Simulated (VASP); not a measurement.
Write the native input for VASP 6.6.1 that does the following.

```yaml
Task: relaxation of cell and atoms
Functional: PBE
Potentials_or_basis: VASP PAW PBE potentials, release 64 (Rb_sv, Mg, Zn)
Cutoff: 600 eV
k_mesh: 4 × 4 × 4
Occupations: gaussian, width 0.1 eV
Spin: no spin polarisation
Dipole_correction: no
Further_INCAR_settings: ALGO = Normal; EDIFF = 1e-06; IBRION = 2; EDIFFG = -0.04; NSW = 90; ISIF = 3
```

The structure of RbMg3Zn lies in POSCAR:

```
RbMg3Zn
1.0
    4.6580531600      0.0000000000      0.0000000000
    0.0000000000      4.6580531600      0.0000000000
    0.0000000000      0.0000000000      4.6580531600
Rb Mg Zn
1 3 1
Direct
    0.5000000000      0.5000000000      0.5000000000
    0.0000000000      0.5000000000      0.0000000000
    0.0000000000      0.0000000000      0.5000000000
    0.5000000000      0.0000000000      0.0000000000
    0.0000000000      0.0000000000      0.0000000000
```

The cell was built from a structure type or drawn by symmetry, and may not be a known phase.

These files were run (other wordings do the same):

INCAR

```
PREC = Accurate
ENCUT = 600
EDIFF = 1E-6
ISMEAR = 0
SIGMA = 0.1
LREAL = False
LASPH = True
NELM = 100
ALGO = Normal
ISIF = 3
LWAVE = False
LCHARG = False
GGA = PE
IBRION = 2
NSW = 90
EDIFFG = -0.04
```

KPOINTS

```
regular mesh
0
Gamma
  4 4 4
```

Potentials or basis: VASP PAW PBE potentials, release 64 (Rb_sv, Mg, Zn).

Launch:

```sh
$ cat potpaw_PBE.64/Rb_sv/POTCAR potpaw_PBE.64/Mg/POTCAR potpaw_PBE.64/Zn/POTCAR > POTCAR
$ mpirun -np 1 vasp_std > vasp.out
```

It gave:

| Quantity | Value |
| --- | --- |
| Relaxed volume | 30.04 Å³/atom |
| Relaxed cell | a = 5.316 Å, b = 5.316 Å, c = 5.316 Å, α = 90.00°, β = 90.00°, γ = 90.00° |
| Space group after relaxing (to 0.1 Å) | Pm-3m (No. 221) |
| Energy gained by relaxing | 432.5 meV/atom |
| Ionic steps | 4 |
| Pressure after relaxing | -0.1 GPa |
| Band gap on the k mesh | zero (an odd number of electrons rules out a gap without spin polarisation) |

Caveat: the volume moved by over 15 % at a fixed basis, so the end points are rough.

Run time: 94 s on 1 thread of Intel(R) Xeon(R) 6975P-C (Granite Rapids), on a shared host, peak memory 0.25 GiB.
